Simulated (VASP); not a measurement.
# PbS (Cmcm) in VASP: single point with LDA

Aim: the single point of PbS with LDA.

Program: VASP 6.6.1. These are calculated values, not measurements. Logs are shortened: lines on timing, memory, paths and dates and some standing lists are left out, and cuts for length are marked.

### 1 The cell of the first run

The structure is orthorhombic, space group Cmcm (No. 63). Conventional cell: a = 4.160 Å, b = 11.983 Å, c = 4.279 Å, α = 90.00°, β = 90.00°, γ = 90.00°. Within 3.5 Å of Pb (site symmetry m2m) lie 5 S at 2.69 to 2.99 Å. Within 3.5 Å of S (site symmetry m2m) lie 5 Pb at 2.69 to 2.99 Å.

### 2 Single point, LDA

The input, INCAR:

```
  PREC = Accurate
  ENCUT = 500
  EDIFF = 1E-6
  ISMEAR = -1
  SIGMA = 0.2
  LREAL = False
  LASPH = True
  NELM = 120
  ALGO = Normal
  ISIF = 2
  LWAVE = False
  LCHARG = False
  NBANDS = 28
  GGA_COMPAT = False
```

The input, KPOINTS:

```
Automatic mesh
0
Gamma
  4 4 3
```

The input, POSCAR:

```
PbS
1.0
    2.0799526900     -5.9912968600      0.0000000000
    2.0799526900      5.9912968600      0.0000000000
    0.0000000000      0.0000000000      4.2793209400
Pb S
2 2
Direct
    0.8694366500      0.1305633500      0.7500000000
    0.1305633500      0.8694366500      0.2500000000
    0.6452029100      0.3547970900      0.7500000000
    0.3547970900      0.6452029100      0.2500000000
```

Potentials or basis: VASP PAW LDA potentials, release 64 (Pb_d, S).

On the command line:

```
> cat potpaw_LDA.64/Pb_d/POTCAR potpaw_LDA.64/S/POTCAR > POTCAR
> mpirun -np 1 vasp_std > vasp.out
```

OUTCAR:

```text
PREC = Accurate
   ENCUT = 500
   EDIFF = 1E-6
   ISMEAR = -1
   LREAL = False
   LASPH = True
   NELM = 120
   ISIF = 2

 ion  position               nearest neighbor table
   1  0.869  0.131  0.750-   3 2.69   4 2.99   4 2.99   4 2.99   4 2.99   2 3.79   2 3.79   2 4.13
                             2 4.13   2 4.13   2 4.13
   2  0.131  0.869  0.250-   4 2.69   3 2.99   3 2.99   3 2.99   3 2.99   1 3.79   1 3.79   1 4.13
                             1 4.13   1 4.13   1 4.13
   3  0.645  0.355  0.750-   1 2.69   2 2.99   2 2.99   2 2.99   2 2.99
   4  0.355  0.645  0.250-   2 2.69   1 2.99   1 2.99   1 2.99   1 2.99

  LATTYP: Found a base centered orthorhombic cell.
 ALAT       =     4.1599053800
 B/A-ratio  =     2.8804967001
 C/A-ratio  =     1.0287063164

  Lattice vectors:

 A1 = (   2.0799526900,  -5.9912968600,   0.0000000000)
 A2 = (   2.0799526900,   5.9912968600,   0.0000000000)
 A3 = (   0.0000000000,   0.0000000000,   4.2793209400)

Analysis of symmetry for initial positions (statically):
=====================================================================
 Subroutine PRICEL returns:
 Original cell was already a primitive cell.

 Routine SETGRP: Setting up the symmetry group for a
 base centered orthorhombic supercell.

 Subroutine GETGRP returns: Found  8 space group operations
 (whereof  4 operations were pure point group operations)
 out of a pool of  8 trial point group operations.

The static configuration has the point symmetry C_2h.
 The point group associated with its full space group is D_2h.

Analysis of symmetry for dynamics (positions and initial velocities):
=====================================================================
 Subroutine PRICEL returns:
 Original cell was already a primitive cell.

 Routine SETGRP: Setting up the symmetry group for a
 base centered orthorhombic supercell.

 Subroutine GETGRP returns: Found  8 space group operations
 (whereof  4 operations were pure point group operations)
 out of a pool of  8 trial point group operations.

The dynamic configuration has the point symmetry C_2h.
 The point group associated with its full space group is D_2h.

 Subroutine INISYM returns: Found  8 space group operations
 (whereof  4 operations are pure point group operations),
 and found     1 'primitive' translations

----------------------------------------------------------------------------------------

[... 84 lines left out ...]
   NELM   =    120;   NELMIN=  2; NELMDL= -5     # of ELM steps
   EDIFF  = 0.1E-05   stopping-criterion for ELM
   LREAL  =      F    real-space projection
   EDIFFG = 0.1E-04   stopping-criterion for IOM
   NSW    =      0    number of steps for IOM
   IBRION =     -1    ionic relax: 0-MD 1-quasi-New 2-CG
   NFREE  =      0    steps in history (QN), initial steepest desc. (CG)
   ISIF   =      2    stress and relaxation
   ISYM   =      2    0-nonsym 1-usesym 2-fastsym
   POTIM  = 0.5000    time-step for ionic-motion
   TEBEG  =    0.0;   TEEND  =   0.0 temperature during run
   PSTRESS=    0.0 pullay stress
   NELECT =      40.0000    total number of electrons
   NUPDOWN=      -1.0000    fix difference up-down
   EMIN   =  10.00;   EMAX   =-10.00  energy-range for DOS
   EFERMI =   0.00;   METHOD = LEGACY
   ISMEAR =    -1;   SIGMA  =   0.20  broadening in eV -4-tet -1-fermi 0-gaus
   EFERMI_NEDOS =   21; number of points for ismear=-14 and -15
   IALGO  =     38    algorithm
   IMIX   =      4    mixing-type and parameters
     AMIX     =   0.40;   BMIX     =  1.00
     AMIX_MAG =   1.60;   BMIX_MAG =  1.00
  volume/ion in A,a.u.               =      26.66       179.94
  Fermi-wavevector in a.u.,A,eV,Ry     =   1.180597  2.231005 18.963935  1.393810
  Thomas-Fermi vector in A             =   2.316887
   LORBIT       =      0    0 simple, 1 ext, 2 COOP (PROOUT), +10 PAW based schemes
   GGA     = CA    functional components
   LHFCALC =     F    Hartree Fock is set to
   AEXX    =    0.0000 exact exchange contribution
   IVDW    =     0    specifies the selected vdW correction
   LEPSILON=     F    determine dielectric tensor
   LRPA    =     F    only Hartree local field effects (RPA)
 non-spin polarized calculation
  energy-cutoff  :      500.00
  volume of cell :      106.65
 maximum number of plane-waves:      2724
 NGX is ok and might be reduce to    48
   NGX = 23   NGY = 23   NGZ = 15

 number of electron      40.0000007 magnetization

 Free energy of the ion-electron system (eV)
  ---------------------------------------------------
  ext. energy  EPLUGINS =         0.00000000
  ---------------------------------------------------
  free energy    TOTEN  =       -19.79648265 eV

  energy without entropy =      -19.76857236  energy(sigma->0) =      -19.78252751

 E-fermi :   5.3110     XC(G=0):  -9.9292

 val. band max:        4.6635942675   @ k =   0.5000   0.5000   0.3333
 cond. band min:       5.7375173406   @ k =   0.5000   0.5000   0.0000
 fundamental gap:      1.0739230731
 Fermi energy:         5.3110142553

 k-point     1 :       0.0000    0.0000    0.0000
  band No.  band energies     occupation
      1     -11.6516      2.00000
      2     -11.5441      2.00000
      3     -11.5385      2.00000
      4     -11.5332      2.00000
      5     -11.5041      2.00000
      6     -11.4972      2.00000
[... 423 lines left out ...]
     27      12.3789      0.00000
     28      12.8961      0.00000

------------------------ aborting loop because EDIFF is reached ----------------------------------------

  FORCE on cell =-STRESS in cart. coord.  units (eV):
  Direction    XX          YY          ZZ          XY          YZ          ZX
  --------------------------------------------------------------------------------------
  -------------------------------------------------------------------------------------
  Total       -2.6689529     -1.7571791     -2.6465066      0.0000000      0.0000000      0.0000000
  in kB      -40.0933499    -26.3965685    -39.7561586      0.0000000      0.0000000      0.0000000
  external PRESSURE =     -35.4153590 kB  Pullay stress =       0.0000000 kB

 VOLUME and BASIS-vectors are now :
 -----------------------------------------------------------------------------
  energy-cutoff  :      500.00
  volume of cell :      106.65
      direct lattice vectors                 reciprocal lattice vectors
     2.079952690 -5.991296860  0.000000000     0.240390083 -0.083454386  0.000000000
     2.079952690  5.991296860  0.000000000     0.240390083  0.083454386  0.000000000
     0.000000000  0.000000000  4.279320940     0.000000000  0.000000000  0.233681936

 POSITION                                       TOTAL-FORCE (eV/Angst)
 -----------------------------------------------------------------------------------
      2.07995     -4.42681      3.20949         0.000000      0.103397     -0.000000
      2.07995      4.42681      1.06983         0.000000     -0.103397     -0.000000
      2.07995     -1.73991      3.20949         0.000000      0.037455      0.000000
      2.07995      1.73991      1.06983         0.000000     -0.037455      0.000000
 -----------------------------------------------------------------------------------
    total drift:                               -0.000000     -0.000000      0.000000

  FREE ENERGIE OF THE ION-ELECTRON SYSTEM (eV)
  ---------------------------------------------------
  free  energy   TOTEN  =       -19.7964826514 eV

  energy  without entropy=      -19.7685723591  energy(sigma->0) =      -19.78252751
```

OSZICAR:

```text
N       E                     dE             d eps       ncg     rms          rms(c)
DAV:   1     0.411783904571E+03    0.41178E+03   -0.18767E+04   784   0.149E+03
DAV:   2     0.250554501637E+02   -0.38673E+03   -0.37493E+03   804   0.401E+02
DAV:   3    -0.187167542629E+02   -0.43772E+02   -0.42655E+02  1008   0.153E+02
DAV:   4    -0.206774486564E+02   -0.19607E+01   -0.19522E+01   952   0.335E+01
DAV:   5    -0.207494318229E+02   -0.71983E-01   -0.71970E-01  1028   0.671E+00    0.634E+00
DAV:   6    -0.198108660210E+02    0.93857E+00   -0.24424E+00  1096   0.103E+01    0.416E+00
DAV:   7    -0.198069401970E+02    0.39258E-02   -0.37479E-01   880   0.255E+00    0.258E+00
DAV:   8    -0.198012082037E+02    0.57320E-02   -0.69003E-02  1148   0.183E+00    0.790E-01
DAV:   9    -0.197963515620E+02    0.48566E-02   -0.20584E-02  1084   0.988E-01    0.107E-01
DAV:  10    -0.197964858323E+02   -0.13427E-03   -0.13416E-03   876   0.197E-01    0.401E-02
DAV:  11    -0.197964847817E+02    0.10506E-05   -0.75572E-05  1032   0.558E-02    0.160E-02
DAV:  12    -0.197964830139E+02    0.17678E-05   -0.15276E-05   876   0.183E-02    0.134E-02
DAV:  13    -0.197964826514E+02    0.36252E-06   -0.13459E-06   620   0.816E-03
   1 F= -.19796483E+02 E0= -.19782528E+02  d E =-.279103E-01
```

stdout:

```text
POSCAR found type information on POSCAR PbS
 POSCAR found :  2 types and       4 ions
 scaLAPACK will be used
 LDA part: xc-table for (Slater(with rela. corr.)+CA(PZ))
 , standard interpolation
 POSCAR, INCAR and KPOINTS ok, starting setup
 FFT: planning ... GRIDC
 FFT: planning ... GRID_SOFT
 FFT: planning ... GRID
 WAVECAR not read
 entering main loop
```

Run time: 40 s. Hardware: 1 thread of Intel Xeon 6975P-C, shared host; peak memory 0.22 GiB.

Results:

```
Free energy            : -19.7965 eV
Pressure               : -3.5 GPa
Largest force          : 0.103 eV/Å
Band gap on the k mesh : 1.07 eV, indirect (least direct gap 1.28 eV)
```

Forces in eV/Å, atoms in the order of the input:
```
Pb   0.000  0.103  0.000
Pb   0.000 -0.103  0.000
S    0.000  0.037  0.000
S    0.000 -0.037  0.000
```

Levels at points of the mesh, in eV from the valence-band top:
```tsv
k point	band 16	band 17	band 18	band 19	band 20	band 21	band 22	band 23	band 24	band 25
(0.00, 0.00, 0.00)	-2.92	-2.36	-1.62	-1.43	-0.44	4.60	4.64	4.80	5.50	5.71
(0.50, 0.00, 0.00)	-2.00	-1.29	-1.12	-0.35	-0.34	1.69	1.79	2.15	2.92	3.08
(0.50, 0.50, 0.00)	-2.59	-1.91	-1.83	-1.27	-0.43	1.07	4.38	4.75	4.87	5.45
```

Caveat: the k points lie up to 0.49 Å⁻¹ apart; spin-orbit coupling is left out, which moves the levels of the heavy elements. A k mesh can miss the band edges.
